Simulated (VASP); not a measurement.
# GaS2 (R3m) in VASP: further runs

The runs below take GaS2 through single point, relaxation of cell and atoms, with PBE.

All numbers are computed with VASP 6.6.1; they aren't measurements. Logs are shortened: lines on timing, memory, paths and dates and some standing lists are left out, and cuts for length are marked.

### Step 1. The cell of the first run

Symmetry: R3m, No. 160, trigonal system. The conventional cell has a = 3.215 Å, b = 3.215 Å, c = 18.672 Å, α = 90.00°, β = 90.00°, γ = 120.00°. Ga (site symmetry 3m) has 6 S at 2.40 Å within 3.2 Å. S (site symmetry 3m) has 3 Ga at 2.40 Å and 1 S at 3.05 Å within 3.2 Å. Within 3.2 Å of S (site symmetry 3m) lie 3 Ga at 2.40 Å and 1 S at 3.05 Å.

### Step 2. Single point, PBE

INCAR

```
PREC = Accurate ; ENCUT = 520
EDIFF = 1E-6 ; ISMEAR = 0
SIGMA = 0.1 ; LREAL = False
LASPH = True ; NELM = 100
ALGO = Normal ; ISIF = 2
LWAVE = False ; LCHARG = False
GGA = PE ; NBANDS = 20
```

KPOINTS

```
Automatic mesh
0
Gamma
  6 6 6
```

POSCAR

```
GaS2
1.0
    1.6074957484      0.9280881030      6.2239802215
   -1.6074957484      0.9280881030      6.2239802215
    0.0000000000     -1.8561762061      6.2239802215
Ga S
1 2
Direct
    0.0000000000      0.0000000000      0.0000000000
    0.7484000000      0.7484000000      0.7484000000
    0.5849000000      0.5849000000      0.5849000000
```

Potentials or basis: VASP PAW PBE potentials, release 64 (Ga_d, S).

Launch:

```console
$ cat potpaw_PBE.64/Ga_d/POTCAR potpaw_PBE.64/S/POTCAR > POTCAR
$ mpirun -np 1 vasp_std > vasp.out
```

OUTCAR:

```text
PREC = Accurate
   ENCUT = 520
   EDIFF = 1E-6
   ISMEAR = 0
   LREAL = False
   LASPH = True
   NELM = 100
   ISIF = 2
   GGA = PE

 ion  position               nearest neighbor table
   1  0.000  0.000  0.000-   2 2.40   2 2.40   2 2.40   3 2.40   3 2.40   3 2.40
   2  0.748  0.748  0.748-   1 2.40   1 2.40   1 2.40
   3  0.585  0.585  0.585-   1 2.40   1 2.40   1 2.40

  LATTYP: Found a trigonal (rhomboedric) cell.
 ALAT       =     6.4948687366
 COS(alpha) =     0.8774851014

  Lattice vectors:

 A1 = (   1.6074957484,   0.9280881030,   6.2239802215)
 A2 = (  -1.6074957484,   0.9280881030,   6.2239802215)
 A3 = (   0.0000000000,  -1.8561762061,   6.2239802215)

Analysis of symmetry for initial positions (statically):
=====================================================================
 Subroutine PRICEL returns:
 Original cell was already a primitive cell.

 Routine SETGRP: Setting up the symmetry group for a
 trigonal (rhombohedral) supercell.

 Subroutine GETGRP returns: Found  6 space group operations
 (whereof  6 operations were pure point group operations)
 out of a pool of 12 trial point group operations.

The static configuration has the point symmetry C_3v.

Analysis of symmetry for dynamics (positions and initial velocities):
=====================================================================
 Subroutine PRICEL returns:
 Original cell was already a primitive cell.

 Routine SETGRP: Setting up the symmetry group for a
 trigonal (rhombohedral) supercell.

 Subroutine GETGRP returns: Found  6 space group operations
 (whereof  6 operations were pure point group operations)
 out of a pool of 12 trial point group operations.

The dynamic configuration has the point symmetry C_3v.

 Subroutine INISYM returns: Found  6 space group operations
 (whereof  6 operations are pure point group operations),
 and found     1 'primitive' translations

----------------------------------------------------------------------------------------

                                     Primitive cell

  volume of cell :      55.7132

  direct lattice vectors                    reciprocal lattice vectors
     1.607495748  0.928088103  6.223980221     0.311042813  0.179580652  0.053556297
    -1.607495748  0.928088103  6.223980221    -0.311042813  0.179580652  0.053556297
     0.000000000 -1.856176206  6.223980221     0.000000000 -0.359161304  0.053556297

  length of vectors
     6.494868737  6.494868737  6.494868737     0.363132372  0.363132372  0.363132372

  position of ions in fractional coordinates (direct lattice)
     0.000000000  0.000000000  0.000000000
     0.748400000  0.748400000  0.748400000
     0.584900000  0.584900000  0.584900000

  ion indices of the primitive-cell ions
   primitive index   ion index
                 1           1
                 2           2
                 3           3

----------------------------------------------------------------------------------------

 KPOINTS: Automatic mesh

Automatic generation of k-mesh.
 Grid dimensions read from file:
 generate k-points for:    6    6    6

 Generating k-lattice:

  Cartesian coordinates                     Fractional coordinates (reciprocal lattice)
     0.051840469  0.029930109  0.008926050     0.166666667  0.000000000  0.000000000
    -0.051840469  0.029930109  0.008926050     0.000000000  0.166666667  0.000000000
     0.000000000 -0.059860217  0.008926050     0.000000000  0.000000000  0.166666667

  Length of vectors
     0.060522062  0.060522062  0.060522062

  Shift w.r.t. Gamma in fractional coordinates (k-lattice)
     0.000000000  0.000000000  0.000000000

 Subroutine IBZKPT returns following result:
 ===========================================

 Found     32 irreducible k-points:

 Following reciprocal coordinates:
            Coordinates               Weight
  0.000000  0.000000  0.000000      1.000000
  0.166667  0.000000  0.000000      6.000000
  0.333333  0.000000  0.000000      6.000000
  0.500000 -0.000000  0.000000      3.000000
  0.166667  0.166667  0.000000      6.000000
  0.333333  0.166667  0.000000     12.000000
[... 16 lines left out ...]
  0.500000  0.500000  0.166667      6.000000
 -0.333333  0.500000  0.166667     12.000000
 [... further k-points ...]
   k-points           NKPTS =     32   k-points in BZ     NKDIM =     32   number of bands    NBANDS=     20
   number of dos      NEDOS =    301   number of ions     NIONS =      3
   total plane-waves  NPLWV = 110592
   dimension x,y,z NGX =    48 NGY =   48 NGZ =   48
   dimension x,y,z NGXF=    96 NGYF=   96 NGZF=   96
   ions per type =               1   2
   NGX,Y,Z   is equivalent  to a cutoff of  12.29, 12.29, 12.29 a.u.
   NGXF,Y,Z  is equivalent  to a cutoff of  24.57, 24.57, 24.57 a.u.
 SYSTEM =  unknown system
   PREC   = accura    normal or accurate (medium, high low for compatibility)
   ISTART =      0    job   : 0-new  1-cont  2-samecut
   ICHARG =      2    charge: 1-file 2-atom 10-const
   ISPIN  =      1    spin polarized calculation?
   LNONCOLLINEAR =      F non collinear calculations
   LSORBIT =      F    spin-orbit coupling
   LASPH  =      T    aspherical Exc in radial PAW
   ENCUT  =  520.0 eV  38.22 Ry    6.18 a.u.  12.08 12.08 12.08*2*pi/ulx,y,z
   NELM   =    100;   NELMIN=  2; NELMDL= -5     # of ELM steps
   EDIFF  = 0.1E-05   stopping-criterion for ELM
   LREAL  =      F    real-space projection
   EDIFFG = 0.1E-04   stopping-criterion for IOM
   NSW    =      0    number of steps for IOM
   IBRION =     -1    ionic relax: 0-MD 1-quasi-New 2-CG
   NFREE  =      0    steps in history (QN), initial steepest desc. (CG)
   ISIF   =      2    stress and relaxation
   ISYM   =      2    0-nonsym 1-usesym 2-fastsym
   POTIM  = 0.5000    time-step for ionic-motion
   TEBEG  =    0.0;   TEEND  =   0.0 temperature during run
   PSTRESS=    0.0 pullay stress
   NELECT =      25.0000    total number of electrons
   NUPDOWN=      -1.0000    fix difference up-down
   EMIN   =  10.00;   EMAX   =-10.00  energy-range for DOS
   EFERMI =   0.00;   METHOD = LEGACY
   ISMEAR =     0;   SIGMA  =   0.10  broadening in eV -4-tet -1-fermi 0-gaus
   EFERMI_NEDOS =   21; number of points for ismear=-14 and -15
   IALGO  =     38    algorithm
   IMIX   =      4    mixing-type and parameters
     AMIX     =   0.40;   BMIX     =  1.00
     AMIX_MAG =   1.60;   BMIX_MAG =  1.00
  volume/ion in A,a.u.               =      18.57       125.32
  Fermi-wavevector in a.u.,A,eV,Ry     =   1.253339  2.368468 21.372841  1.570859
  Thomas-Fermi vector in A             =   2.387197
   LORBIT       =      0    0 simple, 1 ext, 2 COOP (PROOUT), +10 PAW based schemes
   GGA     = PE    functional components
   LHFCALC =     F    Hartree Fock is set to
   AEXX    =    0.0000 exact exchange contribution
   IVDW    =     0    specifies the selected vdW correction
   LEPSILON=     F    determine dielectric tensor
   LRPA    =     F    only Hartree local field effects (RPA)
 non-spin polarized calculation
 Gauss-broadening in eV      SIGMA  =   0.10
  energy-cutoff  :      520.00
  volume of cell :       55.71
 maximum number of plane-waves:      1526
   NGX = 25   NGY = 25   NGZ = 25

 number of electron      24.9999996 magnetization

 Free energy of the ion-electron system (eV)
  ---------------------------------------------------
  ext. energy  EPLUGINS =         0.00000000
  ---------------------------------------------------
  free energy    TOTEN  =       -10.88947885 eV

  energy without entropy =      -10.87394215  energy(sigma->0) =      -10.88171050

 E-fermi :   4.7128     XC(G=0): -10.1895

 val. band max:        4.7040015804   @ k =  -0.1667   0.3333   0.1667
 cond. band min:       4.7515506982   @ k =  -0.1667   0.1667   0.1667
 fundamental gap:      0.0475491178
 Fermi energy:         4.7127685880

 k-point     1 :       0.0000    0.0000    0.0000
  band No.  band energies     occupation
      1     -10.1896      2.00000
      2      -9.8583      2.00000
      3      -9.8583      2.00000
      4      -9.7838      2.00000
      5      -9.7431      2.00000
      6      -9.7431      2.00000
[... 12 lines left out ...]
     19      15.6950      0.00000
     20      15.6950      0.00000

 k-point     2 :       0.1667    0.0000    0.0000
  band No.  band energies     occupation
      1     -10.0545      2.00000
      2      -9.8675      2.00000
      3      -9.8212      2.00000
      4      -9.7608      2.00000
      5      -9.7522      2.00000
      6      -9.5928      2.00000
[... 12 lines left out ...]
     19      14.7586      0.00000
     20      15.3276      0.00000

 k-point     3 :       0.3333    0.0000    0.0000
  band No.  band energies     occupation
      1     -10.0614      2.00000
      2     -10.0239      2.00000
      3      -9.7704      2.00000
      4      -9.7451      2.00000
      5      -9.7132      2.00000
      6      -8.5143      2.00000
[... 12 lines left out ...]
     19      14.5335      0.00000
     20      16.9565      0.00000

 k-point     4 :       0.5000   -0.0000    0.0000
  band No.  band energies     occupation
      1     -10.0822      2.00000
      2     -10.0796      2.00000
      3      -9.7795      2.00000
      4      -9.7063      2.00000
      5      -9.6897      2.00000
      6      -7.6498      2.00000
[... 12 lines left out ...]
     19      14.9004      0.00000
     20      16.2254      0.00000

 k-point     5 :       0.1667    0.1667    0.0000
  band No.  band energies     occupation
      1     -10.0510      2.00000
      2      -9.8684      2.00000
      3      -9.8212      2.00000
      4      -9.7605      2.00000
      5      -9.7522      2.00000
      6      -9.5859      2.00000
[... 12 lines left out ...]
     19      15.0465      0.00000
     20      15.3854      0.00000
[... 353 lines left out ...]
      6      -7.6506      2.00000
[... 12 lines left out ...]
     19      14.7908      0.00000
     20      16.1500      0.00000

 k-point    22 :      -0.1667    0.3333    0.1667
  band No.  band energies     occupation
      1     -10.0568      2.00000
      2     -10.0447      2.00000
      3      -9.8044      2.00000
      4      -9.7530      2.00000
      5      -9.6883      2.00000
      6      -7.7001      2.00000
[... 12 lines left out ...]
     19      14.1120      0.00000
     20      16.6840      0.00000

 k-point    23 :       0.5000    0.5000    0.1667
  band No.  band energies     occupation
      1     -10.0557      2.00000
      2     -10.0304      2.00000
      3      -9.7703      2.00000
      4      -9.7451      2.00000
      5      -9.7118      2.00000
      6      -8.4261      2.00000
[... 12 lines left out ...]
     19      14.3728      0.00000
     20      16.9251      0.00000

 k-point    24 :      -0.3333    0.5000    0.1667
  band No.  band energies     occupation
      1     -10.0598      2.00000
      2     -10.0427      2.00000
      3      -9.8044      2.00000
      4      -9.7529      2.00000
      5      -9.6877      2.00000
      6      -7.6345      2.00000
[... 12 lines left out ...]
     19      14.7132      0.00000
     20      16.2609      0.00000

 [... further k-points ...]

------------------------ aborting loop because EDIFF is reached ----------------------------------------

  FORCE on cell =-STRESS in cart. coord.  units (eV):
  Direction    XX          YY          ZZ          XY          YZ          ZX
  --------------------------------------------------------------------------------------
  -------------------------------------------------------------------------------------
  Total        3.5183793      3.5183793      2.1883675      0.0000000     -0.0000000      0.0000000
  in kB      101.1800159    101.1800159     62.9321175      0.0000000     -0.0000000      0.0000000
  external PRESSURE =      88.4307165 kB  Pullay stress =       0.0000000 kB

 VOLUME and BASIS-vectors are now :
 -----------------------------------------------------------------------------
  energy-cutoff  :      520.00
  volume of cell :       55.71
      direct lattice vectors                 reciprocal lattice vectors
     1.607495748  0.928088103  6.223980221     0.311042813  0.179580652  0.053556297
    -1.607495748  0.928088103  6.223980221    -0.311042813  0.179580652  0.053556297
     0.000000000 -1.856176206  6.223980221     0.000000000 -0.359161304  0.053556297

 POSITION                                       TOTAL-FORCE (eV/Angst)
 -----------------------------------------------------------------------------------
      0.00000      0.00000      0.00000         0.000000      0.000000     -0.003597
      0.00000     -0.00000     13.97408         0.000000     -0.000000      0.597986
      0.00000     -0.00000     10.92122         0.000000      0.000000     -0.594389
 -----------------------------------------------------------------------------------
    total drift:                                0.000000      0.000000      0.000099

  FREE ENERGIE OF THE ION-ELECTRON SYSTEM (eV)
  ---------------------------------------------------
  free  energy   TOTEN  =       -10.8894788481 eV

  energy  without entropy=      -10.8739421462  energy(sigma->0) =      -10.88171050
```

Wall time 37 s (1 thread of Intel Xeon 6975P-C (Granite Rapids), shared host); peak memory 0.32 GiB.

What came out:

```yaml
Free_energy: -10.8895 eV
Pressure: 8.8 GPa
Largest_force: 0.598 eV/Å
```

Forces on the atoms (eV/Å):
```
Ga   0.000  0.000 -0.004
S    0.000  0.000  0.598
S    0.000  0.000 -0.594
```

Stress tensor (GPa, compression positive):
```
10.12  0.00  0.00
 0.00 10.12  0.00
 0.00  0.00  6.29
```

Levels at points of the mesh, in eV from the Fermi level:
```tsv
k point	band 9	band 10	band 11	band 12	band 13	band 14	band 15	band 16	band 17	band 18
(0.00, 0.00, 0.00)	-0.92	0.22	0.22	0.90	0.90	3.24	7.23	7.23	7.28	7.61
(0.50, 0.00, 0.00)	-4.77	-3.88	-1.65	-0.29	-0.14	1.59	3.81	5.85	7.88	8.11
(0.50, 0.50, 0.00)	-4.90	-3.52	-1.76	-0.66	-0.08	2.01	4.00	5.69	7.28	7.50
(0.50, 0.50, 0.50)	-2.87	0.15	0.15	0.99	0.99	4.28	7.18	7.18	7.49	8.59
```

Caveat: the k points lie up to 0.38 Å⁻¹ apart.

### Step 3. Single point, PBE

This run uses another cell than the first one, of the same volume but with other edges.

INCAR

```
ALGO     = Normal         # electronic algorithm
EDIFF    = 1E-7           # SCF threshold, eV
ENCUT    = 520            # plane-wave cutoff, eV
GGA      = PE             # functional
ISIF     = 2              # what is computed and relaxed
ISMEAR   = 0              # smearing method
LASPH    = True           # aspherical terms in the spheres
LCHARG   = False          # write CHGCAR
LREAL    = False          # projectors in reciprocal space
LWAVE    = False          # write WAVECAR
NBANDS   = 20             # bands
NELM     = 60             # most SCF steps
PREC     = Accurate       # precision mode
SIGMA    = 0.1            # smearing width, eV
```

KPOINTS

```
k-points
0
Gamma
  6 6 6
```

POSCAR

```
GaS2
1.0
    1.7541697524      1.0127703788      5.2355390598
   -1.7541697524      1.0127703788      5.2355390598
    0.0000000000     -2.0255407575      5.2355390598
Ga S
1 2
Direct
    0.0007001344      0.0007001344      0.0007001344
    0.7588068653      0.7588068653      0.7588068653
    0.5737930002      0.5737930002      0.5737930002
```

Potentials or basis: VASP PAW PBE potentials, release 64 (Ga_d, S).

Launch:

```console
$ cat potpaw_PBE.64/Ga_d/POTCAR potpaw_PBE.64/S/POTCAR > POTCAR
$ mpirun -np 1 vasp_std > vasp.out
```

It took 30 s on 1 thread of Intel Xeon 6975P-C (Granite Rapids), shared host; peak memory 0.26 GiB.

Results (log left out):

| Quantity | Value |
| --- | --- |
| Free energy | -11.3103 eV |
| Pressure | 0.1 GPa |
| Largest force | 0.022 eV/Å |

Forces in eV/Å, atoms in the order of the input:
```
Ga   0.000  0.000 -0.011
S    0.000  0.000 -0.011
S    0.000  0.000  0.022
```

Stress tensor (GPa, compression positive):
```
 0.31  0.00  0.00
 0.00  0.31  0.00
 0.00  0.00 -0.32
```

Levels at points of the mesh, in eV from the Fermi level:
| k point | band 10 | band 11 | band 12 | band 13 | band 14 | band 15 |
| --- | --- | --- | --- | --- | --- | --- |
| (0.00, 0.00, 0.00) | -0.78 | -0.31 | -0.31 | 0.69 | 1.54 | 5.87 |
| (0.50, 0.00, 0.00) | -3.04 | -2.08 | -1.31 | -0.46 | 1.82 | 3.50 |
| (0.50, 0.50, 0.00) | -2.80 | -2.73 | -0.98 | -0.15 | 2.21 | 4.50 |
| (0.50, 0.50, 0.50) | -1.21 | -1.21 | 0.30 | 0.30 | 2.57 | 5.60 |

(Part 1 of 2 ends here.)
